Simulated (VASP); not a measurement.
# Si3Ge (P-4m2) in VASP: notebook

Runs on Si3Ge. Level: PBE. Tasks: single point, relaxation of cell and atoms.

Everything below comes from runs of VASP 6.6.1. Logs are shortened: lines on timing, memory, paths and dates and some standing lists are left out, and cuts for length are marked.

## (1) The cell of the first run

Symmetry: P-4m2, No. 115, tetragonal system. The conventional cell has a = 3.580 Å, b = 3.580 Å, c = 5.062 Å, α = 90.00°, β = 90.00°, γ = 90.00°. Si (site symmetry -4m2) has 4 Si at 2.19 Å within 2.9 Å. Si (site symmetry 2mm) has 2 Si at 2.19 Å and 2 Ge at 2.19 Å within 2.9 Å. Ge (site symmetry -4m2) has 4 Si at 2.19 Å within 2.9 Å.

## (2) Single point, PBE

INCAR reads:

```
PREC = Accurate
ENCUT = 520
EDIFF = 1E-7
ISMEAR = 0
SIGMA = 0.1
LREAL = F
LASPH = T
NELM = 60
ALGO = Normal
ISIF = 2
LWAVE = F
LCHARG = F
GGA = PE
NBANDS = 21
```

KPOINTS reads:

```
regular mesh
0
Gamma
  6 6 4
```

POSCAR reads:

```
Si3Ge
1.0
    3.5797151400      0.0000000000      0.0000000000
    0.0000000000      3.5797151400      0.0000000000
    0.0000000000      0.0000000000      5.0624817100
Si Ge
3 1
Direct
    0.5000000000      0.5000000000      0.0000000000
    0.0000000000      0.5000000000      0.7500000000
    0.5000000000      0.0000000000      0.2500000000
    0.0000000000      0.0000000000      0.5000000000
```

Potentials or basis: VASP PAW PBE potentials, release 64 (Si, Ge_d).

Launch:

```bash
$ cat potpaw_PBE.64/Si/POTCAR potpaw_PBE.64/Ge_d/POTCAR > POTCAR
$ mpirun -np 1 vasp_std > vasp.out
```

OUTCAR:

```text
PREC = Accurate
   ENCUT = 520
   EDIFF = 1E-7
   ISMEAR = 0
   LREAL = F
   LASPH = T
   NELM = 60
   ISIF = 2
   GGA = PE

 ion  position               nearest neighbor table
   1  0.500  0.500  0.000-   2 2.19   3 2.19   3 2.19   2 2.19
   2  0.000  0.500  0.750-   1 2.19   4 2.19   4 2.19   1 2.19
   3  0.500  0.000  0.250-   1 2.19   4 2.19   1 2.19   4 2.19
   4  0.000  0.000  0.500-   2 2.19   3 2.19   2 2.19   3 2.19

  LATTYP: Found a simple tetragonal cell.
 ALAT       =     3.5797151400
 C/A-ratio  =     1.4142135650

  Lattice vectors:

 A1 = (   3.5797151400,   0.0000000000,   0.0000000000)
 A2 = (   0.0000000000,   3.5797151400,   0.0000000000)
 A3 = (   0.0000000000,   0.0000000000,   5.0624817100)

Analysis of symmetry for initial positions (statically):
=====================================================================
 Subroutine PRICEL returns:
 Original cell was already a primitive cell.

 Routine SETGRP: Setting up the symmetry group for a
 simple tetragonal supercell.

 Subroutine GETGRP returns: Found  8 space group operations
 (whereof  8 operations were pure point group operations)
 out of a pool of 16 trial point group operations.

The static configuration has the point symmetry D_2d.

Analysis of symmetry for dynamics (positions and initial velocities):
=====================================================================
 Subroutine PRICEL returns:
 Original cell was already a primitive cell.

 Routine SETGRP: Setting up the symmetry group for a
 simple tetragonal supercell.

 Subroutine GETGRP returns: Found  8 space group operations
 (whereof  8 operations were pure point group operations)
 out of a pool of 16 trial point group operations.

The dynamic configuration has the point symmetry D_2d.

 Subroutine INISYM returns: Found  8 space group operations
 (whereof  8 operations are pure point group operations),
 and found     1 'primitive' translations

----------------------------------------------------------------------------------------

                                     Primitive cell

  volume of cell :      64.8725

  direct lattice vectors                    reciprocal lattice vectors
     3.579715140  0.000000000  0.000000000     0.279351837  0.000000000  0.000000000
[... 88 lines left out ...]
   ENCUT  =  520.0 eV  38.22 Ry    6.18 a.u.   6.66  6.66  9.41*2*pi/ulx,y,z
   NELM   =     60;   NELMIN=  2; NELMDL= -5     # of ELM steps
   EDIFF  = 0.1E-06   stopping-criterion for ELM
   LREAL  =      F    real-space projection
   EDIFFG = 0.1E-05   stopping-criterion for IOM
   NSW    =      0    number of steps for IOM
   IBRION =     -1    ionic relax: 0-MD 1-quasi-New 2-CG
   NFREE  =      0    steps in history (QN), initial steepest desc. (CG)
   ISIF   =      2    stress and relaxation
   ISYM   =      2    0-nonsym 1-usesym 2-fastsym
   POTIM  = 0.5000    time-step for ionic-motion
   TEBEG  =    0.0;   TEEND  =   0.0 temperature during run
   PSTRESS=    0.0 pullay stress
   NELECT =      26.0000    total number of electrons
   NUPDOWN=      -1.0000    fix difference up-down
   EMIN   =  10.00;   EMAX   =-10.00  energy-range for DOS
   EFERMI =   0.00;   METHOD = LEGACY
   ISMEAR =     0;   SIGMA  =   0.10  broadening in eV -4-tet -1-fermi 0-gaus
   EFERMI_NEDOS =   21; number of points for ismear=-14 and -15
   IALGO  =     38    algorithm
   IMIX   =      4    mixing-type and parameters
     AMIX     =   0.40;   BMIX     =  1.00
     AMIX_MAG =   1.60;   BMIX_MAG =  1.00
  volume/ion in A,a.u.               =      16.22       109.45
  Fermi-wavevector in a.u.,A,eV,Ry     =   1.207014  2.280927 19.822109  1.456884
  Thomas-Fermi vector in A             =   2.342665
   LORBIT       =      0    0 simple, 1 ext, 2 COOP (PROOUT), +10 PAW based schemes
   GGA     = PE    functional components
   LHFCALC =     F    Hartree Fock is set to
   AEXX    =    0.0000 exact exchange contribution
   IVDW    =     0    specifies the selected vdW correction
   LEPSILON=     F    determine dielectric tensor
   LRPA    =     F    only Hartree local field effects (RPA)
 non-spin polarized calculation
 Gauss-broadening in eV      SIGMA  =   0.10
  energy-cutoff  :      520.00
  volume of cell :       64.87
 maximum number of plane-waves:      1766
 NGX is ok and might be reduce to    28
   NGX = 13   NGY = 13   NGZ = 19

 number of electron      25.9999993 magnetization

 Free energy of the ion-electron system (eV)
  ---------------------------------------------------
  ext. energy  EPLUGINS =         0.00000000
  ---------------------------------------------------
  free energy    TOTEN  =       -18.82673291 eV

  energy without entropy =      -18.82505523  energy(sigma->0) =      -18.82589407

 E-fermi :   8.3322     XC(G=0): -10.5977

 val. band max:        8.2244372409   @ k =   0.0000   0.0000   0.0000
 cond. band min:       8.3363106148   @ k =   0.0000   0.0000   0.0000
 fundamental gap:      0.1118733739
 Fermi energy:         8.3322217587

 k-point     1 :       0.0000    0.0000    0.0000
  band No.  band energies     occupation
      1     -16.2628      2.00000
      2     -16.2366      2.00000
      3     -16.2366      2.00000
      4     -16.1951      2.00000
      5     -16.1784      2.00000
      6      -5.8089      2.00000
[... 565 lines left out ...]
     20      16.0459      0.00000
     21      16.0933      0.00000

 [... further k-points ...]

------------------------ aborting loop because EDIFF is reached ----------------------------------------

  FORCE on cell =-STRESS in cart. coord.  units (eV):
  Direction    XX          YY          ZZ          XY          YZ          ZX
  --------------------------------------------------------------------------------------
  -------------------------------------------------------------------------------------
  Total       15.4956631     15.4956631     15.3292911      0.0000000      0.0000000      0.0000000
  in kB      382.7016589    382.7016589    378.5927117      0.0000000      0.0000000      0.0000000
  external PRESSURE =     381.3320098 kB  Pullay stress =       0.0000000 kB

 VOLUME and BASIS-vectors are now :
 -----------------------------------------------------------------------------
  energy-cutoff  :      520.00
  volume of cell :       64.87
      direct lattice vectors                 reciprocal lattice vectors
     3.579715140  0.000000000  0.000000000     0.279351837  0.000000000  0.000000000
     0.000000000  3.579715140  0.000000000     0.000000000  0.279351837  0.000000000
     0.000000000  0.000000000  5.062481710     0.000000000  0.000000000  0.197531578

 POSITION                                       TOTAL-FORCE (eV/Angst)
 -----------------------------------------------------------------------------------
      1.78986      1.78986      0.00000         0.000000      0.000000      0.000000
      0.00000      1.78986      3.79686         0.000000      0.000000      0.793645
      1.78986      0.00000      1.26562         0.000000      0.000000     -0.793645
      0.00000      0.00000      2.53124        -0.000000     -0.000000      0.000000
 -----------------------------------------------------------------------------------
    total drift:                               -0.000000     -0.000000      0.000000

  FREE ENERGIE OF THE ION-ELECTRON SYSTEM (eV)
  ---------------------------------------------------
  free  energy   TOTEN  =       -18.8267329120 eV

  energy  without entropy=      -18.8250552250  energy(sigma->0) =      -18.82589407
```

OSZICAR:

```text
N       E                     dE             d eps       ncg     rms          rms(c)
DAV:   1     0.173173826222E+03    0.17317E+03   -0.12183E+04  1500   0.216E+03
DAV:   2     0.384116118332E+01   -0.16933E+03   -0.16191E+03  1349   0.569E+02
DAV:   3    -0.186579829326E+02   -0.22499E+02   -0.22230E+02  1486   0.108E+02
DAV:   4    -0.194395934379E+02   -0.78161E+00   -0.78098E+00  1560   0.214E+01
DAV:   5    -0.194559048085E+02   -0.16311E-01   -0.16310E-01  1556   0.341E+00    0.863E+00
DAV:   6    -0.190043010336E+02    0.45160E+00   -0.24259E-01  1455   0.247E+00    0.530E+00
DAV:   7    -0.188255076672E+02    0.17879E+00   -0.41690E-01  1376   0.310E+00    0.575E-01
DAV:   8    -0.188261044185E+02   -0.59675E-03   -0.33868E-02  1496   0.130E+00    0.257E-01
DAV:   9    -0.188266905042E+02   -0.58609E-03   -0.18864E-03  1537   0.294E-01    0.107E-01
DAV:  10    -0.188266806160E+02    0.98881E-05   -0.17158E-04  1488   0.722E-02    0.475E-02
DAV:  11    -0.188267331096E+02   -0.52494E-04   -0.66372E-05  1395   0.462E-02    0.233E-02
DAV:  12    -0.188267331034E+02    0.62300E-08   -0.37104E-06  1603   0.139E-02    0.564E-03
DAV:  13    -0.188267329967E+02    0.10664E-06   -0.52678E-07  1453   0.415E-03    0.146E-03
DAV:  14    -0.188267329120E+02    0.84740E-07   -0.23502E-08   860   0.144E-03
   1 F= -.18826733E+02 E0= -.18825894E+02  d E =-.167769E-02
```

stdout:

```text
POSCAR found type information on POSCAR SiGe
 POSCAR found :  2 types and       4 ions
 scaLAPACK will be used
 LDA part: xc-table for (Slater+PW92), standard interpolation
 POSCAR, INCAR and KPOINTS ok, starting setup
 FFT: planning ... GRIDC
 FFT: planning ... GRID_SOFT
 FFT: planning ... GRID
 WAVECAR not read
 entering main loop
```

Run time: 43 s. Hardware: 1 thread of Intel Xeon Platinum 8375C at 2.90GHz (Ice Lake), shared host; peak memory 0.19 GiB.

What came out:

```
Free energy            : -18.8267 eV
Pressure               : 38.1 GPa
Largest force          : 0.794 eV/Å
Band gap on the k mesh : zero (bands 13 and 14 overlap by 0.13 eV)
```

Forces in eV/Å, atoms in the order of the input:
```
Si   0.000  0.000  0.000
Si   0.000  0.000  0.794
Si   0.000  0.000 -0.794
Ge   0.000  0.000  0.000
```

Caveat: the cell stands under pressure; semilocal functionals underestimate gaps, so a narrow gap can read as zero.

## (3) Single point, PBE

This run uses another cell than the first one, of 21.17 Å³/atom.

INCAR reads:

```
SYSTEM = Si3Ge
PREC     = Accurate       ! precision mode
ENCUT    = 520            ! plane-wave cutoff, eV
EDIFF    = 1E-7           ! SCF threshold, eV
ISMEAR   = 0              ! smearing method
SIGMA    = 0.1            ! smearing width, eV
LREAL    = .False.        ! projectors in reciprocal space
LASPH    = .True.         ! aspherical terms in the spheres
NELM     = 80             ! most SCF steps
ALGO     = Normal         ! electronic algorithm
ISIF     = 2              ! what is computed and relaxed
LWAVE    = .False.        ! write WAVECAR
LCHARG   = .False.        ! write CHGCAR
GGA      = PE             ! functional
NBANDS   = 21             ! bands
```

KPOINTS reads:

```
Automatic mesh
0
Gamma
  6 6 4
  0 0 0
```

POSCAR reads:

```
Si3Ge
1.0
    3.9157765023      0.0000000000      0.0000000000
    0.0000000000      3.9157765023      0.0000000000
    0.0000000000      0.0000000000      5.5214466103
Si Ge
3 1
Direct
    0.5000000000      0.5000000000      0.0000000000
    0.0000000000      0.5000000000      0.7559145929
    0.5000000000      0.0000000000      0.2440854071
    0.0000000000      0.0000000000      0.5000000000
```

Potentials or basis: VASP PAW PBE potentials, release 64 (Si, Ge_d).

Launch:

```bash
$ cat potpaw_PBE.64/Si/POTCAR potpaw_PBE.64/Ge_d/POTCAR > POTCAR
$ mpirun -np 1 vasp_std > vasp.out
```

Wall time 61 s (1 thread of Intel Xeon Platinum 8375C at 2.90GHz (Ice Lake), shared host); peak memory 0.21 GiB.

It converged, with:

```yaml
Free_energy: -20.7176 eV
Pressure: -0.1 GPa
Band_gap_on_the_k_mesh: 0.40 eV (least direct gap 0.67 eV)
```

Forces in eV/Å, atoms in the order of the input:
```
Si   0.000  0.000  0.000
Si   0.000  0.000 -0.002
Si   0.000  0.000  0.002
Ge   0.000  0.000  0.000
```

Levels at points of the mesh, in eV from the valence-band top:
| k point | band 9 | band 10 | band 11 | band 12 | band 13 | band 14 | band 15 | band 16 | band 17 | band 18 |
| --- | --- | --- | --- | --- | --- | --- | --- | --- | --- | --- |
| (0.00, 0.00, 0.00) | -2.88 | -2.88 | -0.03 | 0.00 | 0.00 | 0.67 | 0.83 | 2.25 | 2.54 | 2.54 |
| (0.50, 0.00, 0.00) | -5.48 | -3.72 | -3.64 | -1.52 | -1.22 | 2.13 | 2.52 | 4.59 | 4.77 | 4.97 |
| (0.50, 0.50, 0.00) | -7.81 | -2.91 | -2.84 | -2.84 | -2.77 | 0.40 | 0.86 | 0.86 | 1.02 | 9.52 |
| (0.00, 0.00, 0.50) | -3.55 | -2.04 | -2.04 | -1.75 | -1.75 | 0.92 | 1.25 | 3.07 | 3.18 | 5.52 |
| (0.50, 0.00, 0.50) | -6.84 | -1.43 | -1.24 | -1.20 | -1.07 | 0.90 | 1.33 | 3.23 | 3.34 | 3.49 |
| (0.50, 0.50, 0.50) | -7.66 | -3.79 | -3.78 | -3.78 | -3.71 | 4.20 | 4.38 | 4.38 | 4.55 | 4.59 |

A k mesh can miss the band edges.

## (4) Relaxation of cell and atoms, PBE

INCAR reads:

```
SYSTEM = Si3Ge
  PREC = Accurate
  ENCUT = 600
  EDIFF = 1E-6
  ISMEAR = 0
  SIGMA = 0.1
  LREAL = .False.
  LASPH = .True.
  NELM = 80
  ALGO = Normal
  ISIF = 3
  LWAVE = .False.
  LCHARG = .False.
  GGA = PE
  IBRION = 2
  NSW = 90
  EDIFFG = -0.04
```

KPOINTS is that of step 3.

POSCAR reads:

```
Si3Ge
1.0
    3.5797151400      0.0000000000      0.0000000000
    0.0000000000      3.5797151400      0.0000000000
    0.0000000000      0.0000000000      5.0624817100
Si Ge
3 1
Direct
    0.5000000000      0.5000000000      0.0000000000
    0.0000000000      0.5000000000      0.7500000000
    0.5000000000      0.0000000000      0.2500000000
    0.0000000000      0.0000000000      0.5000000000
```

Launch:

```bash
$ cat potpaw_PBE.64/Si/POTCAR potpaw_PBE.64/Ge_d/POTCAR > POTCAR
$ mpirun -np 1 vasp_std > vasp.out
```

Run time: 3.2 min. Hardware: 1 thread of Intel Xeon Platinum 8375C at 2.90GHz (Ice Lake), shared host; peak memory 0.2 GiB.

Results (log left out):

```yaml
Free_energy: -20.7156 eV
Relaxed_volume: 21.21 Å³/atom
Relaxed_cell: a = 3.919 Å, b = 3.919 Å, c = 5.525 Å, α = 90.00°, β = 90.00°, γ = 90.00°
Space_group_after_relaxing_to_0.1_Å: P-4m2 (No. 115)
Energy_gained_by_relaxing: 472.1 meV/atom
Ionic_steps: 8
Pressure_after_relaxing: -0.2 GPa
Largest_force_after_relaxing: 0.016 eV/Å
Band_gap_on_the_k_mesh: 0.40 eV (least direct gap 0.67 eV)
```

Forces in eV/Å, atoms in the order of the input:
```
Si   0.000  0.000  0.000
Si   0.000  0.000 -0.016
Si   0.000  0.000  0.016
Ge   0.000  0.000  0.000
```

The path:
```tsv
step	energy change (eV)	largest force (eV/Å)	pressure (GPa)	volume (Å³)
1	0.0000	0.7937	38.13	64.87
2	-0.8190	0.0540	-11.26	108.28
3	-1.8868	0.1264	-0.39	85.14
4	-1.8876	0.1330	-0.16	84.70
5	-1.8872	0.1394	0.26	84.27
6	-1.8883	0.0481	0.37	84.23
7	-1.8884	0.0071	0.42	84.21
8	-1.8886	0.0157	-0.21	84.83
```

Final structure:
```
Si Ge
1.0
     3.91852    0.00000    0.00000
     0.00000    3.91852    0.00000
     0.00000    0.00000    5.52492
Si Ge
3 1
Direct
  0.50000 0.50000 0.00000
  0.00000 0.50000 0.75607
  0.50000 0.00000 0.24393
  0.00000 0.00000 0.50000
```

Levels at points of the mesh, in eV from the valence-band top:
```
           k point  band 9  band 10  band 11  band 12  band 13  band 14  band 15  band 16  band 17
(0.00, 0.00, 0.00)   -2.87    -2.87    -0.03     0.00     0.00     0.67     0.84     2.22     2.54
(0.50, 0.00, 0.00)   -5.47    -3.71    -3.63    -1.52    -1.21     2.13     2.52     4.59     4.76
(0.50, 0.50, 0.00)   -7.81    -2.90    -2.83    -2.83    -2.77     0.40     0.86     0.86     1.03
(0.00, 0.00, 0.50)   -3.54    -2.04    -2.04    -1.75    -1.75     0.92     1.25     3.07     3.18
(0.50, 0.00, 0.50)   -6.83    -1.43    -1.24    -1.20    -1.06     0.89     1.32     3.23     3.34
(0.50, 0.50, 0.50)   -7.65    -3.78    -3.77    -3.77    -3.71     4.20     4.38     4.38     4.57
```

Caveat: the volume moved by over 15 % at a fixed basis, so the end points are rough.

(Continued in part 2 of 2.)
